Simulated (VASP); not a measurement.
# Al3Cu (P4/mmm) in VASP: further runs

The runs below take Al3Cu through single point, with PBEsol, r2SCAN.

All numbers are computed with VASP 6.6.1; they aren't measurements. Logs are shortened: lines on timing, memory, paths and dates and some standing lists are left out, and cuts for length are marked.

**1. The cell of the first run**

Symmetry: P4/mmm, No. 123, tetragonal system. The conventional cell has a = 2.803 Å, b = 2.803 Å, c = 7.676 Å, α = 90.00°, β = 90.00°, γ = 90.00°. Al (site symmetry 4/mmm) has 16 Al at 2.80 to 3.96 Å and 2 Cu at 3.84 Å within 4.0 Å. Al (site symmetry 4mm) has 4 Cu at 2.62 Å and 9 Al at 2.80 to 3.42 Å within 3.5 Å. Within 3.5 Å of Cu (site symmetry 4/mmm) lie 8 Al at 2.62 Å and 4 Cu at 2.80 Å.

**2. Single point, PBEsol**

The input, INCAR:

```
PREC = Accurate
ENCUT = 520
EDIFF = 1E-7
ISMEAR = 0
SIGMA = 0.1
LREAL = F
LASPH = T
NELM = 100
ALGO = Fast
ISIF = 2
LWAVE = F
LCHARG = T
GGA = PS
LELF = T
LVHAR = T
NBANDS = 18
```

The input, KPOINTS:

```
Automatic mesh
0
Gamma
  16 16 6
```

The input, POSCAR:

```
Al3Cu
1.0
    2.8029787992      0.0000000000      0.0000000000
    0.0000000000      2.8029787992      0.0000000000
    0.0000000000      0.0000000000      7.6757986744
Al Cu
3 1
Direct
    0.0000000000      0.0000000000      0.5000000000
    0.5000000000      0.5000000000      0.2227835996
    0.5000000000      0.5000000000      0.7772164004
    0.0000000000      0.0000000000      0.0000000000
```

Potentials or basis: VASP PAW PBE potentials, release 64 (Al, Cu).

Run with:

```console
$ cat potpaw_PBE.64/Al/POTCAR potpaw_PBE.64/Cu/POTCAR > POTCAR
$ mpirun -np 1 vasp_std > vasp.out
```

OUTCAR:

```text
PREC = Accurate
   ENCUT = 520
   EDIFF = 1E-7
   ISMEAR = 0
   LREAL = F
   LASPH = T
   NELM = 100
   ISIF = 2
   GGA = PS

 ion  position               nearest neighbor table
   1  0.000  0.000  0.500-   2 2.91   3 2.91   2 2.91   3 2.91   2 2.91   3 2.91   2 2.91   3 2.91

   2  0.500  0.500  0.223-   4 2.62   4 2.62   4 2.62   4 2.62   1 2.91   1 2.91   1 2.91   1 2.91

   3  0.500  0.500  0.777-   4 2.62   4 2.62   4 2.62   4 2.62   1 2.91   1 2.91   1 2.91   1 2.91

   4  0.000  0.000  0.000-   2 2.62   3 2.62   2 2.62   3 2.62   2 2.62   3 2.62   2 2.62   3 2.62

  LATTYP: Found a simple tetragonal cell.
 ALAT       =     2.8029787992
 C/A-ratio  =     2.7384433577

  Lattice vectors:

 A1 = (   2.8029787992,   0.0000000000,   0.0000000000)
 A2 = (   0.0000000000,   2.8029787992,   0.0000000000)
 A3 = (   0.0000000000,   0.0000000000,   7.6757986744)

Analysis of symmetry for initial positions (statically):
=====================================================================
 Subroutine PRICEL returns:
 Original cell was already a primitive cell.

 Routine SETGRP: Setting up the symmetry group for a
 simple tetragonal supercell.

 Subroutine GETGRP returns: Found 16 space group operations
 (whereof 16 operations were pure point group operations)
 out of a pool of 16 trial point group operations.

The static configuration has the point symmetry D_4h.

Analysis of symmetry for dynamics (positions and initial velocities):
=====================================================================
 Subroutine PRICEL returns:
 Original cell was already a primitive cell.

 Routine SETGRP: Setting up the symmetry group for a
 simple tetragonal supercell.

 Subroutine GETGRP returns: Found 16 space group operations
 (whereof 16 operations were pure point group operations)
 out of a pool of 16 trial point group operations.

The dynamic configuration has the point symmetry D_4h.

 Subroutine INISYM returns: Found 16 space group operations
 (whereof 16 operations are pure point group operations),
 and found     1 'primitive' translations

----------------------------------------------------------------------------------------

                                     Primitive cell

  volume of cell :      60.3064

  direct lattice vectors                    reciprocal lattice vectors
     2.802978799  0.000000000  0.000000000     0.356763312  0.000000000  0.000000000
     0.000000000  2.802978799  0.000000000     0.000000000  0.356763312  0.000000000
     0.000000000  0.000000000  7.675798674     0.000000000  0.000000000  0.130279602

  length of vectors
     2.802978799  2.802978799  7.675798674     0.356763312  0.356763312  0.130279602

  position of ions in fractional coordinates (direct lattice)
     0.000000000  0.000000000  0.500000000
     0.500000000  0.500000000  0.222783600
     0.500000000  0.500000000  0.777216400
     0.000000000  0.000000000  0.000000000

  ion indices of the primitive-cell ions
   primitive index   ion index
                 1           1
                 2           2
                 3           3
                 4           4

----------------------------------------------------------------------------------------

 KPOINTS: Automatic mesh

Automatic generation of k-mesh.
 Grid dimensions read from file:
 generate k-points for:   16   16    6

 Generating k-lattice:

  Cartesian coordinates                     Fractional coordinates (reciprocal lattice)
     0.022297707  0.000000000  0.000000000     0.062500000  0.000000000  0.000000000
     0.000000000  0.022297707  0.000000000     0.000000000  0.062500000  0.000000000
     0.000000000  0.000000000  0.021713267     0.000000000  0.000000000  0.166666667

  Length of vectors
     0.022297707  0.022297707  0.021713267

  Shift w.r.t. Gamma in fractional coordinates (k-lattice)
     0.000000000  0.000000000  0.000000000

 Subroutine IBZKPT returns following result:
 ===========================================

 Found    180 irreducible k-points:

 Following reciprocal coordinates:
            Coordinates               Weight
  0.000000  0.000000  0.000000      1.000000
  0.062500  0.000000  0.000000      4.000000
  0.125000  0.000000  0.000000      4.000000
  0.187500  0.000000  0.000000      4.000000
  0.250000  0.000000  0.000000      4.000000
  0.312500  0.000000  0.000000      4.000000
[... 16 lines left out ...]
  0.437500  0.125000  0.000000      8.000000
  0.500000  0.125000  0.000000      4.000000
 [... further k-points ...]
   k-points           NKPTS =    180   k-points in BZ     NKDIM =    180   number of bands    NBANDS=     18
   number of dos      NEDOS =    301   number of ions     NIONS =      4
   total plane-waves  NPLWV =  34560
   dimension x,y,z NGX =    24 NGY =   24 NGZ =   60
   dimension x,y,z NGXF=    48 NGYF=   48 NGZF=  120
   ions per type =               3   1
   NGX,Y,Z   is equivalent  to a cutoff of  14.23, 14.23, 13.00 a.u.
   NGXF,Y,Z  is equivalent  to a cutoff of  28.47, 28.47, 25.99 a.u.
 SYSTEM =  unknown system
   PREC   = accura    normal or accurate (medium, high low for compatibility)
   ISTART =      0    job   : 0-new  1-cont  2-samecut
   ICHARG =      2    charge: 1-file 2-atom 10-const
   ISPIN  =      1    spin polarized calculation?
   LNONCOLLINEAR =      F non collinear calculations
   LSORBIT =      F    spin-orbit coupling
   LASPH  =      T    aspherical Exc in radial PAW
   ENCUT  =  520.0 eV  38.22 Ry    6.18 a.u.   5.21  5.21 14.27*2*pi/ulx,y,z
   NELM   =    100;   NELMIN=  2; NELMDL= -5     # of ELM steps
   EDIFF  = 0.1E-06   stopping-criterion for ELM
   LREAL  =      F    real-space projection
   EDIFFG = 0.1E-05   stopping-criterion for IOM
   NSW    =      0    number of steps for IOM
   IBRION =     -1    ionic relax: 0-MD 1-quasi-New 2-CG
   NFREE  =      0    steps in history (QN), initial steepest desc. (CG)
   ISIF   =      2    stress and relaxation
   ISYM   =      2    0-nonsym 1-usesym 2-fastsym
   POTIM  = 0.5000    time-step for ionic-motion
   TEBEG  =    0.0;   TEEND  =   0.0 temperature during run
   PSTRESS=    0.0 pullay stress
   NELECT =      20.0000    total number of electrons
   NUPDOWN=      -1.0000    fix difference up-down
   EMIN   =  10.00;   EMAX   =-10.00  energy-range for DOS
   EFERMI =   0.00;   METHOD = LEGACY
   ISMEAR =     0;   SIGMA  =   0.10  broadening in eV -4-tet -1-fermi 0-gaus
   EFERMI_NEDOS =   21; number of points for ismear=-14 and -15
   IALGO  =     68    algorithm
   IMIX   =      4    mixing-type and parameters
     AMIX     =   0.40;   BMIX     =  1.00
     AMIX_MAG =   1.60;   BMIX_MAG =  1.00
  volume/ion in A,a.u.               =      15.08       101.74
  Fermi-wavevector in a.u.,A,eV,Ry     =   1.133175  2.141391 17.471054  1.284086
  Thomas-Fermi vector in A             =   2.269878
   LORBIT       =      0    0 simple, 1 ext, 2 COOP (PROOUT), +10 PAW based schemes
   GGA     = PS    functional components
   LHFCALC =     F    Hartree Fock is set to
   AEXX    =    0.0000 exact exchange contribution
   IVDW    =     0    specifies the selected vdW correction
   LEPSILON=     F    determine dielectric tensor
   LRPA    =     F    only Hartree local field effects (RPA)
 non-spin polarized calculation
 RMM-DIIS sequential band-by-band and
 Gauss-broadening in eV      SIGMA  =   0.10
  energy-cutoff  :      520.00
  volume of cell :       60.31
 maximum number of plane-waves:      1648
 NGX is ok and might be reduce to    24
   NGX = 11   NGY = 11   NGZ = 29

 number of electron      19.9999998 magnetization

 Free energy of the ion-electron system (eV)
  ---------------------------------------------------
  ext. energy  EPLUGINS =         0.00000000
  ---------------------------------------------------
  free energy    TOTEN  =       -16.94577688 eV

  energy without entropy =      -16.93712668  energy(sigma->0) =      -16.94145178

 E-fermi :   8.1167     XC(G=0): -10.8363

 val. band max:        8.1093313874   @ k =   0.3125   0.1875   0.1667
 cond. band min:       8.1216815500   @ k =   0.3750   0.3125   0.1667
 fundamental gap:      0.0123501626
 Fermi energy:         8.1166962235

 k-point     1 :       0.0000    0.0000    0.0000
  band No.  band energies     occupation
      1      -2.9122      2.00000
      2      -0.5668      2.00000
      3      -0.2406      2.00000
      4       3.7388      2.00000
      5       3.8026      2.00000
      6       4.5814      2.00000
[... 10 lines left out ...]
     17      17.1312      0.00000
     18      17.1315      0.00000

 k-point     2 :       0.0625    0.0000    0.0000
  band No.  band energies     occupation
      1      -2.8379      2.00000
      2      -0.4993      2.00000
      3      -0.1661      2.00000
      4       3.7522      2.00000
      5       3.8241      2.00000
      6       4.5327      2.00000
[... 10 lines left out ...]
     17      17.2120      0.00000
     18      17.5163      0.00000

 k-point     3 :       0.1250    0.0000    0.0000
  band No.  band energies     occupation
      1      -2.6155      2.00000
      2      -0.2981      2.00000
      3       0.0567      2.00000
      4       3.7866      2.00000
      5       3.8867      2.00000
      6       4.4133      2.00000
[... 10 lines left out ...]
     17      17.4529      0.00000
     18      17.9098      0.00000

 k-point     4 :       0.1875    0.0000    0.0000
  band No.  band energies     occupation
      1      -2.2463      2.00000
      2       0.0334      2.00000
      3       0.4251      2.00000
      4       3.8320      2.00000
      5       3.9774      2.00000
      6       4.2683      2.00000
[... 375 lines left out ...]
      4       3.6679      2.00000
      5       3.9566      2.00000
      6       4.1887      2.00000
[... 10 lines left out ...]
     17      15.9234      0.00000
     18      17.1354      0.00000

 k-point    23 :       0.4375    0.1250    0.0000
  band No.  band energies     occupation
      1       0.8969      2.00000
      2       2.4495      2.00000
      3       2.9089      2.00000
      4       3.3077      2.00000
      5       3.8998      2.00000
      6       4.1591      2.00000
[... 10 lines left out ...]
     17      16.7098      0.00000
     18      16.8108      0.00000

 k-point    24 :       0.5000    0.1250    0.0000
  band No.  band energies     occupation
      1       1.8410      2.00000
      2       1.9549      2.00000
      3       2.6971      2.00000
      4       3.8215      2.00000
      5       3.8810      2.00000
      6       3.9510      2.00000
[... 10 lines left out ...]
     17      15.7331      0.00000
     18      17.6005      0.00000

 [... further k-points ...]
[... 5 lines left out ...]
  --------------------------------------------------------------------------------------
  -------------------------------------------------------------------------------------
  Total       -0.9436390     -0.9436390     -0.9670432      0.0000000      0.0000000     -0.0000000
  in kB      -25.0699370    -25.0699370    -25.6917256      0.0000000      0.0000000     -0.0000000
  external PRESSURE =     -25.2771999 kB  Pullay stress =       0.0000000 kB

 VOLUME and BASIS-vectors are now :
 -----------------------------------------------------------------------------
  energy-cutoff  :      520.00
  volume of cell :       60.31
      direct lattice vectors                 reciprocal lattice vectors
     2.802978799  0.000000000  0.000000000     0.356763312  0.000000000  0.000000000
     0.000000000  2.802978799  0.000000000     0.000000000  0.356763312  0.000000000
     0.000000000  0.000000000  7.675798674     0.000000000  0.000000000  0.130279602

 POSITION                                       TOTAL-FORCE (eV/Angst)
 -----------------------------------------------------------------------------------
      0.00000      0.00000      3.83790         0.000000      0.000000      0.000000
      1.40149      1.40149      1.71004         0.000000     -0.000000     -0.121629
      1.40149      1.40149      5.96576         0.000000     -0.000000      0.121629
      0.00000      0.00000      0.00000         0.000000      0.000000      0.000000
 -----------------------------------------------------------------------------------
    total drift:                                0.000000      0.000000     -0.000000

  FREE ENERGIE OF THE ION-ELECTRON SYSTEM (eV)
  ---------------------------------------------------
  free  energy   TOTEN  =       -16.9457768844 eV

  energy  without entropy=      -16.9371266820  energy(sigma->0) =      -16.94145178
```

It took 3.8 min on 1 thread of Intel Xeon Platinum 8488C (Sapphire Rapids), shared host; peak memory 0.31 GiB.

Results:

* Free energy: -16.9458 eV
* Pressure: -2.5 GPa
* Largest force: 0.122 eV/Å
* Band gap on the k mesh: zero (bands 10 and 11 overlap by 5.96 eV)

Forces on the atoms (eV/Å):
```
Al   0.000  0.000  0.000
Al   0.000  0.000 -0.122
Al   0.000  0.000  0.122
Cu   0.000  0.000  0.000
```

Caveat: the PAW data sets were made with another functional, which shifts forces and pressure a little.

**3. Single point, r2SCAN**

POSCAR is that of step 2.

The input, INCAR.step1:

```
PREC     = Accurate       # precision mode
ENCUT    = 520            # plane-wave cutoff, eV
ISMEAR   = 0              # smearing method
SIGMA    = 0.1            # smearing width, eV
LREAL    = F              # projectors in reciprocal space
LASPH    = T              # aspherical terms in the spheres
NELM     = 60             # most SCF steps
NBANDS   = 18             # bands
GGA      = PE             # functional
ALGO     = Normal         # electronic algorithm
EDIFF    = 1E-4           # SCF threshold, eV
LWAVE    = T              # write WAVECAR
LCHARG   = F              # write CHGCAR
```

The input, INCAR.step2:

```
PREC     = Accurate       # precision mode
ENCUT    = 520            # plane-wave cutoff, eV
EDIFF    = 1E-6           # SCF threshold, eV
ISMEAR   = 0              # smearing method
SIGMA    = 0.1            # smearing width, eV
LREAL    = F              # projectors in reciprocal space
LASPH    = T              # aspherical terms in the spheres
NELM     = 60             # most SCF steps
ALGO     = Normal         # electronic algorithm
ISIF     = 2              # what is computed and relaxed
LWAVE    = F              # write WAVECAR
LCHARG   = F              # write CHGCAR
METAGGA  = R2SCAN         # meta-GGA
LMIXTAU  = T            
NBANDS   = 18             # bands
ISTART   = 1
```

The input, KPOINTS:

```
regular mesh
0
Gamma
  16 16 6
```

Potentials or basis: VASP PAW PBE potentials, release 64 (Al, Cu).

Run with:

```console
$ cat potpaw_PBE.64/Al/POTCAR potpaw_PBE.64/Cu/POTCAR > POTCAR
$ cp INCAR.step1 INCAR
$ mpirun -np 1 vasp_std > vasp.out
$ cp INCAR.step2 INCAR
$ mpirun -np 1 vasp_std > vasp.out
```

Wall time 11 min (1 thread of Intel Xeon Platinum 8488C (Sapphire Rapids), shared host); peak memory 0.32 GiB.

The run converged. Its results:

```
Free energy            : -31.3833 eV
Pressure               : -3.5 GPa
Largest force          : 0.048 eV/Å
Band gap on the k mesh : zero (bands 10 and 11 overlap by 6.28 eV)
```

Forces on the atoms (eV/Å):
```
Al   0.000  0.000  0.000
Al   0.000  0.000 -0.048
Al   0.000  0.000  0.048
Cu   0.000  0.000  0.000
```

Stress tensor (GPa, compression positive):
```
-3.50  0.00  0.00
 0.00 -3.50  0.00
 0.00  0.00 -3.40
```

Levels at points of the mesh, in eV from the Fermi level:
```csv
k point,band 7,band 8,band 9,band 10,band 11,band 12,band 13,band 14
"(0.00, 0.00, 0.00)",-3.67,-3.29,-1.95,0.49,6.61,6.97,6.97,8.24
"(0.50, 0.00, 0.00)",-3.75,-3.75,-3.57,-2.45,-1.93,2.73,3.94,4.19
"(0.50, 0.50, 0.00)",-2.66,-0.49,-0.37,0.15,0.15,0.46,0.46,0.71
"(0.00, 0.00, 0.50)",-3.67,-3.64,-3.29,4.20,5.74,6.61,7.53,7.53
"(0.50, 0.00, 0.50)",-3.75,-3.57,-2.73,-1.07,-1.05,0.07,0.81,8.98
"(0.50, 0.50, 0.50)",-1.89,-1.78,-1.78,-0.53,-0.53,0.63,1.77,3.42
```

Caveat: the cell stands under tension; the PAW data sets were made with another functional, which shifts forces and pressure a little.
